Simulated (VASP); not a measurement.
# Si (Ia-3) in VASP: further runs

Si is run at these levels: PBEsol; tasks: single point.

All numbers are computed with VASP 6.6.1; they aren't measurements. Logs are shortened: lines on timing, memory, paths and dates and some standing lists are left out, and cuts for length are marked.

**1. The cell of the first run**

It takes space group Ia-3 (No. 206, cubic). Conventional cell: a = 6.564 Å, b = 6.564 Å, c = 6.564 Å, α = 90.00°, β = 90.00°, γ = 90.00°. Within 3.1 Å of Si (site symmetry 3) lie 4 Si at 2.33 to 2.36 Å.

**2. Single point, PBEsol (volume 17.678 Å^3 an atom, c/a of the conventional cell 1.0000)**

The input, INCAR:

```
  PREC = Accurate
  ENCUT = 520
  EDIFF = 1E-7
  ISMEAR = 0
  SIGMA = 0.15
  LREAL = F
  LASPH = T
  NELM = 100
  ALGO = Normal
  ISIF = 2
  LWAVE = F
  LCHARG = F
  GGA = PS
  NBANDS = 26
```

The input, KPOINTS:

```
Automatic mesh
0
Gamma
  10 10 10
```

The input, POSCAR:

```
Si
1.0
   -3.2821193917      3.2821193917      3.2821193917
    3.2821193917     -3.2821193917      3.2821193917
    3.2821193917      3.2821193917     -3.2821193917
Si
8
Direct
    0.2047947401      0.2047947401      0.2047947401
    0.5000000000      0.0000000000      0.2952052599
    0.2952052599      0.5000000000      0.0000000000
    0.0000000000      0.2952052599      0.5000000000
    0.7952052599      0.7952052599      0.7952052599
    0.5000000000      0.0000000000      0.7047947401
    0.7047947401      0.5000000000      0.0000000000
    0.0000000000      0.7047947401      0.5000000000
```

Potentials or basis: VASP PAW PBE potentials, release 64 (Si).

Run with:

```
cat potpaw_PBE.64/Si/POTCAR > POTCAR
mpirun -np 1 vasp_std > vasp.out
```

OUTCAR:

```text
PREC = Accurate
   ENCUT = 520
   EDIFF = 1E-7
   ISMEAR = 0
   LREAL = F
   LASPH = T
   NELM = 100
   ISIF = 2
   GGA = PS

 ion  position               nearest neighbor table
   1  0.205  0.205  0.205-   5 2.33   3 2.36   4 2.36   2 2.36
   2  0.500  0.000  0.295-   6 2.33   1 2.36   3 2.36   4 2.36
   3  0.295  0.500  0.000-   7 2.33   2 2.36   1 2.36   4 2.36
   4  0.000  0.295  0.500-   8 2.33   3 2.36   1 2.36   2 2.36
   5  0.795  0.795  0.795-   1 2.33   6 2.36   7 2.36   8 2.36
   6  0.500  0.000  0.705-   2 2.33   5 2.36   7 2.36   8 2.36
   7  0.705  0.500  0.000-   3 2.33   5 2.36   8 2.36   6 2.36
   8  0.000  0.705  0.500-   4 2.33   5 2.36   7 2.36   6 2.36

  LATTYP: Found a body centered cubic cell.
 ALAT       =     6.5642387834

  Lattice vectors:

 A1 = (  -3.2821193917,   3.2821193917,   3.2821193917)
 A2 = (   3.2821193917,  -3.2821193917,   3.2821193917)
 A3 = (   3.2821193917,   3.2821193917,  -3.2821193917)

Analysis of symmetry for initial positions (statically):
=====================================================================
 Subroutine PRICEL returns:
 Original cell was already a primitive cell.

 Routine SETGRP: Setting up the symmetry group for a
 body centered cubic supercell.

 Subroutine GETGRP returns: Found 24 space group operations
 (whereof  6 operations were pure point group operations)
 out of a pool of 48 trial point group operations.

The static configuration has the point symmetry S_6 .
 The point group associated with its full space group is T_h .

Analysis of symmetry for dynamics (positions and initial velocities):
=====================================================================
 Subroutine PRICEL returns:
 Original cell was already a primitive cell.

 Routine SETGRP: Setting up the symmetry group for a
 body centered cubic supercell.

 Subroutine GETGRP returns: Found 24 space group operations
 (whereof  6 operations were pure point group operations)
 out of a pool of 48 trial point group operations.

The dynamic configuration has the point symmetry S_6 .
 The point group associated with its full space group is T_h .

 Subroutine INISYM returns: Found 24 space group operations
 (whereof  6 operations are pure point group operations),
 and found     1 'primitive' translations

----------------------------------------------------------------------------------------

                                     Primitive cell

  volume of cell :     141.4240

  direct lattice vectors                    reciprocal lattice vectors
    -3.282119392  3.282119392  3.282119392     0.000000000  0.152340589  0.152340589
     3.282119392 -3.282119392  3.282119392     0.152340589  0.000000000  0.152340589
     3.282119392  3.282119392 -3.282119392     0.152340589  0.152340589  0.000000000

  length of vectors
     5.684797543  5.684797543  5.684797543     0.215442127  0.215442127  0.215442127

  position of ions in fractional coordinates (direct lattice)
     0.204794740  0.204794740  0.204794740
     0.500000000  0.000000000  0.295205260
     0.295205260  0.500000000  0.000000000
     0.000000000  0.295205260  0.500000000
     0.795205260  0.795205260  0.795205260
     0.500000000  0.000000000  0.704794740
     0.704794740  0.500000000  0.000000000
     0.000000000  0.704794740  0.500000000

  ion indices of the primitive-cell ions
   primitive index   ion index
                 1           1
                 2           2
                 3           3
                 4           4
                 5           5
                 6           6
                 7           7
                 8           8

----------------------------------------------------------------------------------------

 KPOINTS: Automatic mesh

Automatic generation of k-mesh.
 Grid dimensions read from file:
 generate k-points for:   10   10   10

 Generating k-lattice:

  Cartesian coordinates                     Fractional coordinates (reciprocal lattice)
     0.000000000  0.015234059  0.015234059     0.100000000  0.000000000  0.000000000
     0.015234059  0.000000000  0.015234059     0.000000000  0.100000000  0.000000000
     0.015234059  0.015234059  0.000000000     0.000000000  0.000000000  0.100000000

  Length of vectors
     0.021544213  0.021544213  0.021544213

  Shift w.r.t. Gamma in fractional coordinates (k-lattice)
     0.000000000  0.000000000  0.000000000

 Subroutine IBZKPT returns following result:
 ===========================================

 Found     61 irreducible k-points:

 Following reciprocal coordinates:
            Coordinates               Weight
  0.000000  0.000000  0.000000      1.000000
  0.100000  0.000000  0.000000     12.000000
  0.200000  0.000000  0.000000     12.000000
  0.300000  0.000000  0.000000     12.000000
  0.400000  0.000000  0.000000     12.000000
  0.500000  0.000000  0.000000      6.000000
[... 16 lines left out ...]
 -0.100000  0.100000  0.100000      6.000000
  0.200000  0.200000  0.100000     24.000000
 [... further k-points ...]
   k-points           NKPTS =     61   k-points in BZ     NKDIM =     61   number of bands    NBANDS=     26
   number of dos      NEDOS =    301   number of ions     NIONS =      8
   total plane-waves  NPLWV =  74088
   dimension x,y,z NGX =    42 NGY =   42 NGZ =   42
   dimension x,y,z NGXF=    84 NGYF=   84 NGZF=   84
   ions per type =               8
   NGX,Y,Z   is equivalent  to a cutoff of  12.28, 12.28, 12.28 a.u.
   NGXF,Y,Z  is equivalent  to a cutoff of  24.56, 24.56, 24.56 a.u.
 SYSTEM =  unknown system
   PREC   = accura    normal or accurate (medium, high low for compatibility)
   ISTART =      0    job   : 0-new  1-cont  2-samecut
   ICHARG =      2    charge: 1-file 2-atom 10-const
   ISPIN  =      1    spin polarized calculation?
   LNONCOLLINEAR =      F non collinear calculations
   LSORBIT =      F    spin-orbit coupling
   LASPH  =      T    aspherical Exc in radial PAW
   ENCUT  =  520.0 eV  38.22 Ry    6.18 a.u.  10.57 10.57 10.57*2*pi/ulx,y,z
   NELM   =    100;   NELMIN=  2; NELMDL= -5     # of ELM steps
   EDIFF  = 0.1E-06   stopping-criterion for ELM
   LREAL  =      F    real-space projection
   EDIFFG = 0.1E-05   stopping-criterion for IOM
   NSW    =      0    number of steps for IOM
   IBRION =     -1    ionic relax: 0-MD 1-quasi-New 2-CG
   NFREE  =      0    steps in history (QN), initial steepest desc. (CG)
   ISIF   =      2    stress and relaxation
   ISYM   =      2    0-nonsym 1-usesym 2-fastsym
   POTIM  = 0.5000    time-step for ionic-motion
   TEBEG  =    0.0;   TEEND  =   0.0 temperature during run
   PSTRESS=    0.0 pullay stress
   NELECT =      32.0000    total number of electrons
   NUPDOWN=      -1.0000    fix difference up-down
   EMIN   =  10.00;   EMAX   =-10.00  energy-range for DOS
   EFERMI =   0.00;   METHOD = LEGACY
   ISMEAR =     0;   SIGMA  =   0.15  broadening in eV -4-tet -1-fermi 0-gaus
   EFERMI_NEDOS =   21; number of points for ismear=-14 and -15
   IALGO  =     38    algorithm
   IMIX   =      4    mixing-type and parameters
     AMIX     =   0.40;   BMIX     =  1.00
     AMIX_MAG =   1.60;   BMIX_MAG =  1.00
  volume/ion in A,a.u.               =      17.68       119.30
  Fermi-wavevector in a.u.,A,eV,Ry     =   0.997586  1.885165 13.540223  0.995178
  Thomas-Fermi vector in A             =   2.129752
   LORBIT       =      0    0 simple, 1 ext, 2 COOP (PROOUT), +10 PAW based schemes
   GGA     = PS    functional components
   LHFCALC =     F    Hartree Fock is set to
   AEXX    =    0.0000 exact exchange contribution
   IVDW    =     0    specifies the selected vdW correction
   LEPSILON=     F    determine dielectric tensor
   LRPA    =     F    only Hartree local field effects (RPA)
 non-spin polarized calculation
 Gauss-broadening in eV      SIGMA  =   0.15
  energy-cutoff  :      520.00
  volume of cell :      141.42
 maximum number of plane-waves:      3833
   NGX = 21   NGY = 21   NGZ = 21

 number of electron      32.0000002 magnetization

 Free energy of the ion-electron system (eV)
  ---------------------------------------------------
  ext. energy  EPLUGINS =         0.00000000
  ---------------------------------------------------
  free energy    TOTEN  =       -45.00852265 eV

  energy without entropy =      -44.99737090  energy(sigma->0) =      -45.00294677

 E-fermi :   7.3891     XC(G=0): -10.2072

 val. band max:        7.3690313146   @ k =  -0.4000  -0.4000   0.2000
 cond. band min:       7.4698038735   @ k =  -0.4000   0.5000   0.3000
 fundamental gap:      0.1007725589
 Fermi energy:         7.3891087525

 k-point     1 :       0.0000    0.0000    0.0000
  band No.  band energies     occupation
      1      -5.5210      2.00000
      2      -0.9736      2.00000
      3      -0.6010      2.00000
      4      -0.6010      2.00000
      5      -0.6010      2.00000
      6       0.8684      2.00000
[... 18 lines left out ...]
     25      12.9050      0.00000
     26      13.2339      0.00000

 k-point     2 :       0.1000    0.0000    0.0000
  band No.  band energies     occupation
      1      -5.4578      2.00000
      2      -1.2105      2.00000
      3      -0.8913      2.00000
      4      -0.7742      2.00000
      5      -0.4570      2.00000
      6       0.7593      2.00000
[... 18 lines left out ...]
     25      12.8777      0.00000
     26      12.9993      0.00000

 k-point     3 :       0.2000    0.0000    0.0000
  band No.  band energies     occupation
      1      -5.2687      2.00000
      2      -1.8154      2.00000
      3      -1.2668      2.00000
      4      -1.0895      2.00000
      5      -0.2885      2.00000
      6       0.5224      2.00000
[... 18 lines left out ...]
     25      12.6061      0.00000
     26      12.7084      0.00000

 k-point     4 :       0.3000    0.0000    0.0000
  band No.  band energies     occupation
      1      -4.9554      2.00000
      2      -2.5806      2.00000
      3      -1.4942      2.00000
      4      -1.3672      2.00000
      5      -0.1885      2.00000
      6       0.2795      2.00000
[... 18 lines left out ...]
     25      12.1097      0.00000
     26      12.4421      0.00000

 k-point     5 :       0.4000    0.0000    0.0000
  band No.  band energies     occupation
      1      -4.5212      2.00000
      2      -3.3177      2.00000
      3      -1.6192      2.00000
      4      -1.5558      2.00000
      5      -0.1242      2.00000
      6       0.0861      2.00000
[... 18 lines left out ...]
     25      12.1851      0.00000
     26      12.2348      0.00000

 k-point     6 :       0.5000    0.0000    0.0000
  band No.  band energies     occupation
      1      -3.9718      2.00000
      2      -3.9718      2.00000
      3      -1.6407      2.00000
      4      -1.6407      2.00000
      5      -0.0444      2.00000
      6      -0.0444      2.00000
[... 427 lines left out ...]
 k-point    21 :       0.3000    0.1000    0.1000
  band No.  band energies     occupation
      1      -4.3973      2.00000
      2      -3.1990      2.00000
      3      -2.1208      2.00000
      4      -2.0865      2.00000
      5       0.4858      2.00000
      6       0.7318      2.00000
[... 18 lines left out ...]
     25      11.9379      0.00000
     26      12.4615      0.00000

 k-point    22 :       0.4000    0.1000    0.1000
  band No.  band energies     occupation
      1      -3.8497      2.00000
      2      -3.8497      2.00000
      3      -2.1575      2.00000
      4      -2.1575      2.00000
      5       0.6094      2.00000
      6       0.6094      2.00000
[... 18 lines left out ...]
     25      12.1867      0.00000
     26      12.1867      0.00000

 k-point    23 :      -0.1000    0.1000    0.1000
  band No.  band energies     occupation
      1      -5.3947      2.00000
      2      -1.3834      2.00000
      3      -1.1505      2.00000
      4      -0.6225      2.00000
      5      -0.6115      2.00000
      6       0.6387      2.00000
[... 18 lines left out ...]
     25      12.9421      0.00000
     26      13.0194      0.00000

 k-point    24 :       0.2000    0.2000    0.1000
  band No.  band energies     occupation
      1      -4.4584      2.00000
      2      -2.7058      2.00000
      3      -2.6651      2.00000
      4      -2.1365      2.00000
      5       0.7001      2.00000
      6       1.1095      2.00000
[... 18 lines left out ...]
     25      12.2712      0.00000
     26      12.5864      0.00000

 [... further k-points ...]

------------------------ aborting loop because EDIFF is reached ----------------------------------------

  FORCE on cell =-STRESS in cart. coord.  units (eV):
  Direction    XX          YY          ZZ          XY          YZ          ZX
  --------------------------------------------------------------------------------------
  -------------------------------------------------------------------------------------
  Total        1.6780543      1.6780543      1.6780543      0.0000000     -0.0000000     -0.0000000
  in kB       19.0104974     19.0104974     19.0104974      0.0000000     -0.0000000     -0.0000000
  external PRESSURE =      19.0104974 kB  Pullay stress =       0.0000000 kB

 VOLUME and BASIS-vectors are now :
 -----------------------------------------------------------------------------
  energy-cutoff  :      520.00
  volume of cell :      141.42
      direct lattice vectors                 reciprocal lattice vectors
    -3.282119392  3.282119392  3.282119392     0.000000000  0.152340589  0.152340589
     3.282119392 -3.282119392  3.282119392     0.152340589  0.000000000  0.152340589
     3.282119392  3.282119392 -3.282119392     0.152340589  0.152340589  0.000000000

 POSITION                                       TOTAL-FORCE (eV/Angst)
 -----------------------------------------------------------------------------------
      0.67216      0.67216      0.67216         0.042185      0.042185      0.042185
     -0.67216      2.60996      0.67216        -0.042185     -0.042185      0.042185
      0.67216     -0.67216      2.60996         0.042185     -0.042185     -0.042185
      2.60996      0.67216     -0.67216        -0.042185      0.042185     -0.042185
      2.60996      2.60996      2.60996        -0.042185     -0.042185     -0.042185
      0.67216      3.95428     -0.67216         0.042185      0.042185     -0.042185
     -0.67216      0.67216      3.95428        -0.042185      0.042185      0.042185
      3.95428     -0.67216      0.67216         0.042185     -0.042185      0.042185
 -----------------------------------------------------------------------------------
    total drift:                                0.000000     -0.000000      0.000000

  FREE ENERGIE OF THE ION-ELECTRON SYSTEM (eV)
  ---------------------------------------------------
  free  energy   TOTEN  =       -45.0085226544 eV

  energy  without entropy=      -44.9973708954  energy(sigma->0) =      -45.00294677
```

It took 98 s on 1 thread of Intel Xeon 6975P-C (Granite Rapids), shared host; peak memory 0.33 GiB.

Results:

* Free energy: -45.0085 eV
* Pressure: 1.9 GPa
* Largest force: 0.073 eV/Å
* Band gap on the k mesh: zero (band 16 reaches 7.67 eV, above the bottom of band 17 at 7.37 eV)

Forces on the atoms (eV/Å):
```
Si   0.042  0.042  0.042
Si  -0.042 -0.042  0.042
Si   0.042 -0.042 -0.042
Si  -0.042  0.042 -0.042
Si  -0.042 -0.042 -0.042
Si   0.042  0.042 -0.042
Si  -0.042  0.042  0.042
Si   0.042 -0.042  0.042
```

Levels at points of the mesh, in eV from the Fermi level:
```tsv
k point	band 14	band 15	band 16	band 17	band 18	band 19
(0.00, 0.00, 0.00)	-1.46	-1.46	-0.79	1.73	1.73	1.73
(0.50, 0.00, 0.00)	-2.14	-1.31	-1.31	0.35	0.35	2.06
(0.50, 0.50, 0.50)	-0.64	0.28	0.28	0.28	2.93	2.93
```

Caveat: the PAW data sets were made with another functional, which shifts forces and pressure a little.

(Part 1 of 2 ends here.)
